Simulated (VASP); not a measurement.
Wanted: the native input for a VASP 6.6.1 run.

```yaml
Task: single point
Functional: HSE06
Potentials_or_basis: VASP PAW PBE potentials, release 64 (In_d, Sb_d_GW)
Cutoff: 400 eV
k_mesh: 4 × 4 × 4
Occupations: fermi-dirac, width 0.02 eV
Spin: no spin polarisation
Dipole_correction: no
Grid_for_exact_exchange_PRECFOCK: Normal
Further_INCAR_settings: ALGO = Normal; EDIFF = 1e-06; NBANDS = 21
Share_of_exact_exchange: 0.25
Screening_parameter: 0.2079 1/Å
```

InSb:

```
In Sb
1.0
     0.00000    3.27951    3.27951
     3.27951    0.00000    3.27951
     3.27951    3.27951    0.00000
In Sb
1 1
Cartesian
  0.0000 0.0000 0.0000
  1.6398 1.6398 1.6398
```

One way to write it, as run:

POSCAR

```
InSb
1.0
    0.0000000000      3.2795130145      3.2795130145
    3.2795130145      0.0000000000      3.2795130145
    3.2795130145      3.2795130145      0.0000000000
In Sb
1 1
Direct
    0.0000000000      0.0000000000      0.0000000000
    0.2500000000      0.2500000000      0.2500000000
```

INCAR.step1

```
ALGO     = Normal         # electronic algorithm
EDIFF    = 1E-5           # SCF threshold, eV
ENCUT    = 400            # plane-wave cutoff, eV
GGA      = PE             # functional
GGA_COMPAT= False        
ISIF     = 2              # what is computed and relaxed
ISMEAR   = -1             # smearing method
LASPH    = True           # aspherical terms in the spheres
LREAL    = False          # projectors in reciprocal space
LWAVE    = True           # write WAVECAR
NBANDS   = 21             # bands
NELM     = 120            # most SCF steps
PREC     = Accurate       # precision mode
SIGMA    = 0.02           # smearing width, eV
```

INCAR.step2

```
ALGO     = Normal         # electronic algorithm
EDIFF    = 1E-6           # SCF threshold, eV
ENCUT    = 400            # plane-wave cutoff, eV
GGA      = PE             # functional
GGA_COMPAT= False        
HFSCREEN = 0.2079         # screening, 1/A
ISIF     = 2              # what is computed and relaxed
ISMEAR   = -1             # smearing method
ISTART   = 1            
LASPH    = True           # aspherical terms in the spheres
LCHARG   = True           # write CHGCAR
LELF     = True           # ELF
LHFCALC  = True           # exact exchange
LREAL    = False          # projectors in reciprocal space
LVHAR    = True         
LWAVE    = False          # write WAVECAR
NBANDS   = 21             # bands
NELM     = 120            # most SCF steps
PREC     = Accurate       # precision mode
PRECFOCK = Normal       
SIGMA    = 0.02           # smearing width, eV
```

KPOINTS

```
k-points
0
Gamma
  4 4 4
```

Potentials or basis: VASP PAW PBE potentials, release 64 (In_d, Sb_d_GW).

Command:

```console
$ cat potpaw_PBE.64/In_d/POTCAR potpaw_PBE.64/Sb_d_GW/POTCAR > POTCAR
$ cp INCAR.step1 INCAR
$ mpirun -np 1 vasp_std > vasp.out
$ cp INCAR.step2 INCAR
$ mpirun -np 1 vasp_std > vasp.out
```

Results of the run:

```json
{"Pressure": "-0.3 GPa", "Band gap on the k mesh": "0.29 eV"}
```

Caveat: the PAW data sets were made with another functional, which shifts forces and pressure a little; spin-orbit coupling is left out, which moves the levels of the heavy elements.

Run time: 10 min on 1 thread of Intel(R) Xeon(R) Platinum 8488C (Sapphire Rapids) (shared host), peak memory 0.3 GiB.
